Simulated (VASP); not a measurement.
Runs of VASP 6.6.1 on KBr. The structure is that of space group I4/mmm (No. 139), or close to it. The cells are those of the table. 

| cell | gap on the mesh (eV) | pressure (GPa) |
| --- | --- | --- |
| a = 4.671, b = 4.671, c = 5.029 Å, angles 57.4, 57.4, 65.1°, 2 atoms | 4.17 | 1.0 |
| a = 4.750, b = 4.750, c = 4.843 Å, angles 59.4, 59.4, 61.3°, 2 atoms | 4.24 | -0.2 |
| a = 4.660, b = 4.660, c = 4.843 Å, angles 58.7, 58.7, 62.6°, 2 atoms | 4.32 | 0.6 |
| a = 4.660, b = 4.660, c = 4.470 Å, angles 61.3, 61.3, 57.3°, 2 atoms | 4.53 | 2.0 |
| a = 4.937, b = 4.937, c = 5.029 Å, angles 59.4, 59.4, 61.2°, 2 atoms | 3.98 | (a) |
| a = 4.846, b = 4.846, c = 4.656 Å, angles 61.3, 61.3, 57.4°, 2 atoms | 4.24 | -0.1 |
| a = 4.572, b = 4.572, c = 4.843 Å, angles 58.0, 58.0, 64.0°, 2 atoms | 4.35 | 1.8 |
| a = 4.758, b = 4.758, c = 5.029 Å, angles 58.1, 58.1, 63.8°, 2 atoms | (b) | -0.2 |

Alike in all rows: task single point; level PBE; potentials or basis VASP PAW PBE potentials, release 64 (K_sv, Br); no spin polarisation; k mesh 6 × 6 × 6; cutoff (eV) 520; smearing gaussian 0.05 eV.

**Question.** Estimate the missing entries.

**Answer.** (a) -1.3; (b) 4.14.

A k mesh can miss the band edges, and the runs leave out spin-orbit coupling on Br.
